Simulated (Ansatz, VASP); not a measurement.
**Two plane-wave programs on Si3Ni4**

```
Si Ni
1.0
    -6.11057    0.00000    0.00000
    -3.05528    3.25831   -4.70939
    -3.05528   -3.25831   -4.70939
Si Ni
6 8
Direct
  0.67047 0.32235 0.82889
  0.17083 0.32983 0.82887
  0.67133 0.83031 0.32442
  0.17523 0.83118 0.32373
  0.08130 0.41830 0.41809
  0.57777 0.92439 0.92120
  0.42054 0.58588 0.07534
  0.92516 0.57920 0.07008
  0.42104 0.07408 0.57955
  0.91694 0.07737 0.58351
  0.83074 0.67700 0.67086
  0.32544 0.67248 0.67399
  0.83090 0.16803 0.17139
  0.32606 0.17124 0.17131
```

Alike in both runs: task relaxation of cell and atoms; functional PBE; k mesh 3 × 3 × 3; occupations gaussian, width 0.1 eV; no spin polarisation.

|  | VASP | Ansatz |
| --- | --- | --- |
| version | VASP 6.6.1 | Ansatz 0.2.0 |
| potentials or method | VASP PAW PBE potentials, release 64 (Si, Ni), cutoff 600 eV | scalar-relativistic, plane waves, PAW |
| valence electrons in the cell | 104 | 168 |

```tsv
	VASP	Ansatz	Ansatz less VASP
gap on the k mesh at the Fermi level, each at its own relaxed structure (eV)	none	none	-
relaxed volume (Å³/atom)	12.42	12.28	-0.140
relaxed cell length with the largest relative difference (Å)	5.826	6.022	+0.1963
```

A gap of «none» marks a metal or a gap that the smearing closes. VASP's potentials hold 104 valence electrons a cell and Ansatz's 168, so a difference there can come from the potentials and not from the codes.

The k mesh is coarse, so the values compare programs but aren't converged.
